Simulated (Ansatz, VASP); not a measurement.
# CO2 in VASP and in Ansatz

```
CELL_PARAMETERS angstrom
5.63000 0.00000 0.00000
0.00000 5.63000 0.00000
0.00000 0.00000 5.63000
ATOMIC_POSITIONS crystal
C 0.00000 0.00000 0.00000
C 0.50000 0.00000 0.50000
C 0.50000 0.50000 0.00000
C 0.00000 0.50000 0.50000
O 0.10800 0.10800 0.10800
O 0.39200 0.89200 0.60800
O 0.60800 0.39200 0.89200
O 0.89200 0.60800 0.39200
O 0.89200 0.89200 0.89200
O 0.60800 0.10800 0.39200
O 0.39200 0.60800 0.10800
O 0.10800 0.39200 0.60800
```

Alike in both runs: task single point; functional PBE; dispersion D3(BJ); k mesh 4 × 4 × 4; occupations gaussian, width 0.1 eV; no spin polarisation.

```csv
,VASP,Ansatz
version,VASP 6.6.1,Ansatz 0.2.0
potentials or method,"VASP PAW PBE potentials, release 64 (C_h, O_h), cutoff 910 eV","scalar-relativistic, plane waves, PAW"
valence electrons in the cell,64,64
```

VASP gave:

| Item | Value |
| --- | --- |
| gap on the k mesh at the Fermi level (eV) | 7.64 |
| least direct gap on the mesh (eV) | 7.64 |
| rms of the force components (eV/Å) | 8.560 |

**Question.** Estimate Ansatz's values.

**Answer.** gap on the k mesh at the Fermi level (eV): 7.64; least direct gap on the mesh (eV): 7.64; rms of the force components (eV/Å): 8.393.

Atom by atom the forces differ by 0.168 eV/Å (rms over components).

Noted on VASP's run: the cutoff is short for stress, so the pressure is rough.
